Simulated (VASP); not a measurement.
# O (R-3m) in VASP: further runs, part 2 of 2

VASP 6.6.1.

**3. Electric field gradients, PBE (z stretched by +3 % at fixed volume)**

The input, INCAR:

```
PREC = Accurate
ENCUT = 520
EDIFF = 1E-8
ISMEAR = -1
SIGMA = 0.02
LREAL = F
LASPH = T
NELM = 80
ALGO = Normal
ISIF = 2
LWAVE = F
LCHARG = F
GGA = PE
LEFG = T
NBANDS = 13
```

The input, KPOINTS:

```
regular mesh
0
Gamma
  10 10 10
```

The input, POSCAR:

```
O
1.0
    1.4024674646      0.8097149681      3.5105490000
   -1.4024674646      0.8097149681      3.5105490000
    0.0000000000     -1.6194299364      3.5105490000
O
2
Direct
    0.0577000000      0.0577000000      0.0577000000
    0.9423000000      0.9423000000      0.9423000000
```

Potentials or basis: VASP PAW PBE potentials, release 64 (O).

On the command line:

```console
$ cat potpaw_PBE.64/O/POTCAR > POTCAR
$ mpirun -np 1 vasp_std > vasp.out
```

OUTCAR:

```text
PREC = Accurate
   ENCUT = 520
   EDIFF = 1E-8
   ISMEAR = -1
   LREAL = F
   LASPH = T
   NELM = 80
   ISIF = 2
   GGA = PE

 ion  position               nearest neighbor table
   1  0.058  0.058  0.058-   2 1.22
   2  0.942  0.942  0.942-   1 1.22

  LATTYP: Found a trigonal (rhomboedric) cell.
 ALAT       =     3.8660713393
 COS(alpha) =     0.7368060765

  Lattice vectors:

 A1 = (   1.4024674646,   0.8097149681,   3.5105490000)
 A2 = (  -1.4024674646,   0.8097149681,   3.5105490000)
 A3 = (   0.0000000000,  -1.6194299364,   3.5105490000)

Analysis of symmetry for initial positions (statically):
=====================================================================
 Subroutine PRICEL returns:
 Original cell was already a primitive cell.

 Routine SETGRP: Setting up the symmetry group for a
 trigonal (rhombohedral) supercell.

 Subroutine GETGRP returns: Found 12 space group operations
 (whereof 12 operations were pure point group operations)
 out of a pool of 12 trial point group operations.

The static configuration has the point symmetry D_3d.

Analysis of symmetry for dynamics (positions and initial velocities):
=====================================================================
 Subroutine PRICEL returns:
 Original cell was already a primitive cell.

 Routine SETGRP: Setting up the symmetry group for a
 trigonal (rhombohedral) supercell.

 Subroutine GETGRP returns: Found 12 space group operations
 (whereof 12 operations were pure point group operations)
 out of a pool of 12 trial point group operations.

The dynamic configuration has the point symmetry D_3d.

 Subroutine INISYM returns: Found 12 space group operations
 (whereof 12 operations are pure point group operations),
 and found     1 'primitive' translations

----------------------------------------------------------------------------------------

                                     Primitive cell

  volume of cell :      23.9195

  direct lattice vectors                    reciprocal lattice vectors
     1.402467465  0.809714968  3.510549000     0.356514509  0.205833748  0.094951910
    -1.402467465  0.809714968  3.510549000    -0.356514509  0.205833748  0.094951910
     0.000000000 -1.619429936  3.510549000     0.000000000 -0.411667496  0.094951910

  length of vectors
     3.866071339  3.866071339  3.866071339     0.422476026  0.422476026  0.422476026

  position of ions in fractional coordinates (direct lattice)
     0.057700000  0.057700000  0.057700000
     0.942300000  0.942300000  0.942300000

  ion indices of the primitive-cell ions
   primitive index   ion index
                 1           1
                 2           2

----------------------------------------------------------------------------------------

 KPOINTS: regular mesh

Automatic generation of k-mesh.
 Grid dimensions read from file:
 generate k-points for:   10   10   10

[... 79 lines left out ...]
   EFERMI_NEDOS =   21; number of points for ismear=-14 and -15
   IALGO  =     38    algorithm
   IMIX   =      4    mixing-type and parameters
     AMIX     =   0.40;   BMIX     =  1.00
     AMIX_MAG =   1.60;   BMIX_MAG =  1.00
  volume/ion in A,a.u.               =      11.96        80.71
  Fermi-wavevector in a.u.,A,eV,Ry     =   1.300823  2.458199 23.022964  1.692140
  Thomas-Fermi vector in A             =   2.431997
   LORBIT       =      0    0 simple, 1 ext, 2 COOP (PROOUT), +10 PAW based schemes
   GGA     = PE    functional components
   LHFCALC =     F    Hartree Fock is set to
   AEXX    =    0.0000 exact exchange contribution
   IVDW    =     0    specifies the selected vdW correction
   LEPSILON=     F    determine dielectric tensor
   LRPA    =     F    only Hartree local field effects (RPA)
 non-spin polarized calculation
  energy-cutoff  :      520.00
  volume of cell :       23.92
 maximum number of plane-waves:       656
 NGX is ok and might be reduce to    30

 number of electron      11.9999996 magnetization

 Free energy of the ion-electron system (eV)
  ---------------------------------------------------
  ext. energy  EPLUGINS =         0.00000000
  ---------------------------------------------------
  free energy    TOTEN  =        -9.44226167 eV

  energy without entropy =       -9.44018025  energy(sigma->0) =       -9.44122096

 E-fermi :   0.1771     XC(G=0):  -9.2329

 val. band max:        0.1689266861   @ k =  -0.4000   0.3000   0.1000
 cond. band min:       0.1885946828   @ k =   0.5000   0.1000   0.0000
 fundamental gap:      0.0196679967
 Fermi energy:         0.1770791780

 k-point     1 :       0.0000    0.0000    0.0000
  band No.  band energies     occupation
      1     -26.9789      2.00000
      2     -13.8430      2.00000
      3      -8.5802      2.00000
      4      -5.6908      2.00000
      5      -5.6908      2.00000
      6       0.7909      0.00000
      7       0.7909      0.00000
      8       8.8904      0.00000
      9      10.9164      0.00000
     10      14.9007      0.00000
     11      18.6103      0.00000
     12      22.1871      0.00000
     13      22.1871      0.00000
[... 354 lines left out ...]
  band No.  band energies     occupation
      1     -26.6109      2.00000
      2     -13.8687      2.00000
      3      -7.8720      2.00000
      4      -6.8003      2.00000
      5      -6.3077      2.00000
      6      -0.7760      2.00000
      7       0.6310      0.00000
      8       9.5579      0.00000
      9      12.4984      0.00000
     10      15.2084      0.00000
     11      16.1927      0.00000
     12      19.4790      0.00000
     13      22.5670      0.00000

 [... further k-points ...]

------------------------ aborting loop because EDIFF is reached ----------------------------------------

  FORCE on cell =-STRESS in cart. coord.  units (eV):
  Direction    XX          YY          ZZ          XY          YZ          ZX
  --------------------------------------------------------------------------------------
  -------------------------------------------------------------------------------------
  Total       -0.9351551     -0.9351551      2.1461277      0.0000000     -0.0000000      0.0000000
  in kB      -62.6387334    -62.6387334    143.7523325      0.0000000     -0.0000000      0.0000000
  external PRESSURE =       6.1582886 kB  Pullay stress =       0.0000000 kB

 VOLUME and BASIS-vectors are now :
 -----------------------------------------------------------------------------
  energy-cutoff  :      520.00
  volume of cell :       23.92
      direct lattice vectors                 reciprocal lattice vectors
     1.402467465  0.809714968  3.510549000     0.356514509  0.205833748  0.094951910
    -1.402467465  0.809714968  3.510549000    -0.356514509  0.205833748  0.094951910
     0.000000000 -1.619429936  3.510549000     0.000000000 -0.411667496  0.094951910

 POSITION                                       TOTAL-FORCE (eV/Angst)
 -----------------------------------------------------------------------------------
      0.00000     -0.00000      0.60768         0.000000     -0.000000      1.057110
      0.00000     -0.00000      9.92397         0.000000      0.000000     -1.057110
 -----------------------------------------------------------------------------------
    total drift:                               -0.000000     -0.000000      0.000000

  FREE ENERGIE OF THE ION-ELECTRON SYSTEM (eV)
  ---------------------------------------------------
  free  energy   TOTEN  =        -9.4422616714 eV

  energy  without entropy=       -9.4401802482  energy(sigma->0) =       -9.44122096

 Electric field gradients (V/A^2)
---------------------------------------------------------------------
 ion       V_xx      V_yy      V_zz      V_xy      V_xz      V_yz
---------------------------------------------------------------------
   1     -64.054   -64.054   128.107    -0.000    -0.000     0.000
   2     -64.054   -64.054   128.107     0.000    -0.000     0.000
---------------------------------------------------------------------

 Electric field gradients after diagonalization (V/A^2)
 (convention: |V_zz| > |V_xx| > |V_yy|)
----------------------------------------------------------------------
 ion       V_xx      V_yy      V_zz     asymmetry (V_yy - V_xx)/ V_zz
----------------------------------------------------------------------
   1     -64.054   -64.054   128.107       0.000
   2     -64.054   -64.054   128.107       0.000
----------------------------------------------------------------------

           NMR quadrupolar parameters

 Cq : quadrupolar parameter    Cq=e*Q*V_zz/h
 eta: asymmetry parameters     (V_yy - V_xx)/ V_zz
 Q  : nuclear electric quadrupole moment in mb (millibarn)
----------------------------------------------------------------------
 ion       Cq(MHz)       eta       Q (mb)
----------------------------------------------------------------------
   1       0.310       0.000       1.000
   2       0.310       0.000       1.000
----------------------------------------------------------------------
```

Run time: 50 s. Hardware: 1 thread of Intel Xeon 6975P-C (Granite Rapids), shared host; peak memory 0.17 GiB.

Results:

- Free energy: -9.4423 eV
- Pressure: 0.6 GPa
- Largest force: 1.057 eV/Å
- Band gap on the k mesh: zero (band 6 reaches 0.99 eV, above the bottom of band 7 at -0.40 eV)

Forces on the atoms (eV/Å):
```
O    0.000  0.000  1.057
O    0.000  0.000 -1.057
```

Stress tensor (GPa, compression positive):
```
-6.26  0.00  0.00
 0.00 -6.26  0.00
 0.00  0.00 14.38
```

Electric field gradients, principal values (V/Å²):
```tsv
atom	least	middle	greatest (by size)
1 O	-64.054	-64.054	128.107
2 O	-64.054	-64.054	128.107
```

Caveat: the standard files for N, O and F lose accuracy on very short bonds; spin is off for a triplet molecule; without QUAD_EFG the Cq values of the log hold for a quadrupole moment of 1 mb, not for the nuclei; forces of over 1 eV/Å act on the atoms, so gaps and moduli don't describe the material at rest.

**4. Electric field gradients, PBE**

This run uses another cell than the first one, of the same volume but with other edges.

The input, INCAR:

```
SYSTEM = O
PREC = Accurate ; ENCUT = 520
EDIFF = 1E-8 ; ISMEAR = -1
SIGMA = 0.02 ; LREAL = .FALSE.
LASPH = .TRUE. ; NELM = 80
ALGO = Normal ; ISIF = 2
LWAVE = .FALSE. ; LCHARG = .FALSE.
GGA = PE ; LEFG = .TRUE.
NBANDS = 13
```

The input, KPOINTS:

```
regular mesh
0
G
  14 14 14
  0 0 0
```

The input, POSCAR:

```
O
1.0
    1.4233490221      0.8217709410      3.4083000000
   -1.4233490221      0.8217709410      3.4083000000
    0.0000000000     -1.6435418821      3.4083000000
O
2
Direct
    0.0577000000      0.0577000000      0.0577000000
    0.9423000000      0.9423000000      0.9423000000
```

Potentials or basis: VASP PAW PBE potentials, release 64 (O).

On the command line:

```console
$ cat potpaw_PBE.64/O/POTCAR > POTCAR
$ mpirun -np 1 vasp_std > vasp.out
```

OUTCAR:

```text
SYSTEM = O
   PREC = Accurate
   ENCUT = 520
   EDIFF = 1E-8
   ISMEAR = -1
   LREAL = .FALSE.
   LASPH = .TRUE.
   NELM = 80
   ISIF = 2
   GGA = PE

 ion  position               nearest neighbor table
   1  0.058  0.058  0.058-   2 1.18
   2  0.942  0.942  0.942-   1 1.18

  LATTYP: Found a trigonal (rhomboedric) cell.
 ALAT       =     3.7838788046
 COS(alpha) =     0.7170052526

  Lattice vectors:

 A1 = (   1.4233490221,   0.8217709410,   3.4083000000)
 A2 = (  -1.4233490221,   0.8217709410,   3.4083000000)
[... 596 lines left out ...]
  free  energy   TOTEN  =        -9.2927944859 eV

  energy  without entropy=       -9.2903237098  energy(sigma->0) =       -9.29155910

 Electric field gradients (V/A^2)
---------------------------------------------------------------------
 ion       V_xx      V_yy      V_zz      V_xy      V_xz      V_yz
---------------------------------------------------------------------
   1     -59.312   -59.312   118.625    -0.000     0.000     0.000
   2     -59.312   -59.312   118.625     0.000    -0.000     0.000
---------------------------------------------------------------------

 Electric field gradients after diagonalization (V/A^2)
 (convention: |V_zz| > |V_xx| > |V_yy|)
----------------------------------------------------------------------
 ion       V_xx      V_yy      V_zz     asymmetry (V_yy - V_xx)/ V_zz
----------------------------------------------------------------------
   1     -59.312   -59.312   118.625       0.000
   2     -59.312   -59.312   118.625       0.000
----------------------------------------------------------------------

           NMR quadrupolar parameters

 Cq : quadrupolar parameter    Cq=e*Q*V_zz/h
 eta: asymmetry parameters     (V_yy - V_xx)/ V_zz
 Q  : nuclear electric quadrupole moment in mb (millibarn)
----------------------------------------------------------------------
 ion       Cq(MHz)       eta       Q (mb)
----------------------------------------------------------------------
   1       0.287       0.000       1.000
   2       0.287       0.000       1.000
----------------------------------------------------------------------
```

stdout:

```text
POSCAR found type information on POSCAR O
 POSCAR found :  1 types and       2 ions
 scaLAPACK will be used
 LDA part: xc-table for (Slater+PW92), standard interpolation
 POSCAR, INCAR and KPOINTS ok, starting setup
 FFT: planning ... GRIDC
 FFT: planning ... GRID_SOFT
 FFT: planning ... GRID
 WAVECAR not read
 entering main loop
ion   1

ion   2
```

Wall time 1.7 min (1 thread of Intel Xeon 6975P-C (Granite Rapids), shared host); peak memory 0.2 GiB.

What came out:

| Item | Value |
| --- | --- |
| Free energy | -9.2928 eV |
| Pressure | 9.4 GPa |
| Largest force | 4.292 eV/Å |
| Band gap on the k mesh | zero (band 6 reaches 1.23 eV, above the bottom of band 7 at -0.03 eV) |

Forces on the atoms (eV/Å):
```
O    0.000  0.000  4.292
O    0.000  0.000 -4.292
```

Stress tensor (GPa, compression positive):
```
-6.28  0.00  0.00
 0.00 -6.28  0.00
 0.00  0.00 40.67
```

Electric field gradients, principal values (V/Å²):
```tsv
atom	least	middle	greatest (by size)
1 O	-59.312	-59.312	118.625
2 O	-59.312	-59.312	118.625
```

Caveat: the standard files for N, O and F lose accuracy on very short bonds; spin is off for a triplet molecule; without QUAD_EFG the Cq values of the log hold for a quadrupole moment of 1 mb, not for the nuclei; forces of over 1 eV/Å act on the atoms, so gaps and moduli don't describe the material at rest.

**5. Electric field gradients, PBE**

The input, INCAR:

```
ALGO = Normal
EDIFF = 1E-8
ENCUT = 520
GGA = PE
ISIF = 2
ISMEAR = -1
LASPH = T
LCHARG = F
LEFG = T
LREAL = F
LWAVE = F
NBANDS = 13
NELM = 60
PREC = Accurate
SIGMA = 0.02
```

The input, KPOINTS:

```
k-points
0
Gamma
  15 15 15
```

The input, POSCAR:

```
O
1.0
    1.4024674646      0.8097149681      3.5105490000
   -1.4024674646      0.8097149681      3.5105490000
    0.0000000000     -1.6194299364      3.5105490000
O
2
Direct
    0.0577000000      0.0577000000      0.0577000000
    0.9423000000      0.9423000000      0.9423000000
```

Potentials or basis: VASP PAW PBE potentials, release 64 (O).

On the command line:

```console
$ cat potpaw_PBE.64/O/POTCAR > POTCAR
$ mpirun -np 1 vasp_std > vasp.out
```

OUTCAR:

```text
EDIFF = 1E-8
   ENCUT = 520
   GGA = PE
   ISIF = 2
   ISMEAR = -1
   LASPH = T
   LREAL = F
   NELM = 60
   PREC = Accurate

 ion  position               nearest neighbor table
   1  0.058  0.058  0.058-   2 1.22
   2  0.942  0.942  0.942-   1 1.22

  LATTYP: Found a trigonal (rhomboedric) cell.
 ALAT       =     3.8660713393
 COS(alpha) =     0.7368060765

  Lattice vectors:

 A1 = (   1.4024674646,   0.8097149681,   3.5105490000)
 A2 = (  -1.4024674646,   0.8097149681,   3.5105490000)
 A3 = (   0.0000000000,  -1.6194299364,   3.5105490000)

[... 595 lines left out ...]
  free  energy   TOTEN  =        -9.4411293313 eV

  energy  without entropy=       -9.4391720557  energy(sigma->0) =       -9.44015069

 Electric field gradients (V/A^2)
---------------------------------------------------------------------
 ion       V_xx      V_yy      V_zz      V_xy      V_xz      V_yz
---------------------------------------------------------------------
   1     -64.047   -64.047   128.094    -0.000    -0.000     0.000
   2     -64.047   -64.047   128.094     0.000     0.000     0.000
---------------------------------------------------------------------

 Electric field gradients after diagonalization (V/A^2)
 (convention: |V_zz| > |V_xx| > |V_yy|)
----------------------------------------------------------------------
 ion       V_xx      V_yy      V_zz     asymmetry (V_yy - V_xx)/ V_zz
----------------------------------------------------------------------
   1     -64.047   -64.047   128.094       0.000
   2     -64.047   -64.047   128.094       0.000
----------------------------------------------------------------------

           NMR quadrupolar parameters

 Cq : quadrupolar parameter    Cq=e*Q*V_zz/h
 eta: asymmetry parameters     (V_yy - V_xx)/ V_zz
 Q  : nuclear electric quadrupole moment in mb (millibarn)
----------------------------------------------------------------------
 ion       Cq(MHz)       eta       Q (mb)
----------------------------------------------------------------------
   1       0.310       0.000       1.000
   2       0.310       0.000       1.000
----------------------------------------------------------------------
```

OSZICAR:

```text
N       E                     dE             d eps       ncg     rms          rms(c)
DAV:   1     0.368343263980E+02    0.36834E+02   -0.63875E+03  9112   0.851E+02
DAV:   2    -0.834987704269E+01   -0.45184E+02   -0.43452E+02 11459   0.183E+02
DAV:   3    -0.972965194541E+01   -0.13798E+01   -0.13615E+01 10103   0.287E+01
DAV:   4    -0.973362340055E+01   -0.39715E-02   -0.39712E-02 10219   0.187E+00
DAV:   5    -0.973363830616E+01   -0.14906E-04   -0.14906E-04 10132   0.106E-01    0.448E+00
DAV:   6    -0.949232958972E+01    0.24131E+00   -0.23163E-01  9884   0.428E+00    0.236E+00
DAV:   7    -0.943889066140E+01    0.53439E-01   -0.20964E-01 10434   0.396E+00    0.464E-01
DAV:   8    -0.944109222992E+01   -0.22016E-02   -0.16483E-02  9094   0.104E+00    0.670E-02
DAV:   9    -0.944112174905E+01   -0.29519E-04   -0.16724E-04 10829   0.117E-01    0.253E-02
DAV:  10    -0.944112904523E+01   -0.72962E-05   -0.23925E-05  9719   0.425E-02    0.856E-03
DAV:  11    -0.944112938336E+01   -0.33813E-06   -0.29736E-06  9734   0.167E-02    0.369E-03
DAV:  12    -0.944112923770E+01    0.14566E-06   -0.65556E-07  9949   0.679E-03    0.146E-03
DAV:  13    -0.944112931666E+01   -0.78954E-07   -0.57954E-08  9099   0.210E-03    0.209E-04
DAV:  14    -0.944112932732E+01   -0.10662E-07   -0.19501E-09  5167   0.397E-04    0.425E-05
DAV:  15    -0.944112933132E+01   -0.40061E-08   -0.26808E-10  4607   0.159E-04
   1 F= -.94411293E+01 E0= -.94401507E+01  d E =-.195728E-02
```

stdout:

```text
POSCAR found type information on POSCAR O
 POSCAR found :  1 types and       2 ions
 scaLAPACK will be used
 LDA part: xc-table for (Slater+PW92), standard interpolation
 POSCAR, INCAR and KPOINTS ok, starting setup
 FFT: planning ... GRIDC
 FFT: planning ... GRID_SOFT
 FFT: planning ... GRID
 WAVECAR not read
 entering main loop
ion   1

ion   2
```

It took 2.8 min on 1 thread of Intel Xeon 6975P-C (Granite Rapids), shared host; peak memory 0.21 GiB.

Results:

| Property | Result |
| --- | --- |
| Free energy | -9.4411 eV |
| Pressure | 0.6 GPa |
| Largest force | 1.052 eV/Å |
| Band gap on the k mesh | zero (band 6 reaches 0.98 eV, above the bottom of band 7 at -0.36 eV) |

Forces on the atoms (eV/Å):
```
O    0.000  0.000  1.052
O    0.000  0.000 -1.052
```

Electric field gradients, principal values (V/Å²):
```csv
atom,least,middle,greatest (by size)
1 O,-64.047,-64.047,128.094
2 O,-64.047,-64.047,128.094
```

Caveat: the standard files for N, O and F lose accuracy on very short bonds; spin is off for a triplet molecule; without QUAD_EFG the Cq values of the log hold for a quadrupole moment of 1 mb, not for the nuclei; forces of over 1 eV/Å act on the atoms, so gaps and moduli don't describe the material at rest.

**6. Overview**

| cell | k mesh | gap on the mesh (eV) | pressure (GPa) | largest force (eV/Å) |
| --- | --- | --- | --- | --- |
| a = 3.866 Å, angles 42.5°, 2 atoms | 10 × 10 × 10 | none | 0.6 | 1.06 |
| a = 3.784 Å, angles 44.2°, 2 atoms | 14 × 14 × 14 | none | 9.4 | 4.29 |
| a = 3.866 Å, angles 42.5°, 2 atoms | 15 × 15 × 15 | none | 0.6 | 1.05 |

Alike in all rows: task electric field gradients; level PBE; potentials or basis VASP PAW PBE potentials, release 64 (O); no spin polarisation; cutoff (eV) 520; smearing fermi-dirac 0.02 eV.

Caveats: the standard files for N, O and F lose accuracy on very short bonds; spin is off for a triplet molecule; forces of over 1 eV/Å act on the atoms, so gaps and moduli don't describe the material at rest.

Total energies depend on the potentials used, so only differences within one code and one set of settings carry meaning.
